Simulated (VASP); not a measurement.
Input of a VASP 6.6.1 run:

The input INCAR:

```
PREC = Accurate
ENCUT = 500
EDIFF = 1E-6
ISMEAR = 0
SIGMA = 0.1
LREAL = False
LASPH = True
NELM = 200
ALGO = Normal
ISIF = 2
LWAVE = False
LCHARG = False
GGA = PE
NBANDS = 25
GGA_COMPAT = False
LMAXMIX = 6
```

Contents of KPOINTS:

```
Automatic mesh
0
Gamma
  4 4 4
```

File POSCAR:

```
CaDyAs3
1.0
    4.9493152700      0.0000000000      0.0000000000
    0.0000000000      4.9493152700      0.0000000000
    0.0000000000      0.0000000000      4.9493152700
Ca Dy As
1 1 3
Direct
    0.5000000000      0.5000000000      0.5000000000
    0.0000000000      0.0000000000      0.0000000000
    0.5000000000      0.0000000000      0.5000000000
    0.0000000000      0.5000000000      0.5000000000
    0.5000000000      0.5000000000      0.0000000000
```

Potentials or basis: VASP PAW PBE potentials, release 64 (Ca_sv, Dy_3, As), 4f in core.

Launch:

```sh
$ cat potpaw_PBE.64/Ca_sv/POTCAR potpaw_PBE.64/Dy_3/POTCAR potpaw_PBE.64/As/POTCAR > POTCAR
$ mpirun -np 1 vasp_std > vasp.out
```

Problem. Estimate the band gap on the k mesh.

Solution. Zero (bands 17 and 18 overlap by 1.17 eV).

Problem. Predict the pressure.

Solution. 8.2 GPa.

Caveat: the cell stands under pressure; spin-orbit coupling is left out, which moves the levels of the heavy elements; the 4f electrons are frozen in the core, so they carry no moment and show no levels. Spin polarisation is off, so any magnetic state and its effect on volume and gap are missing.
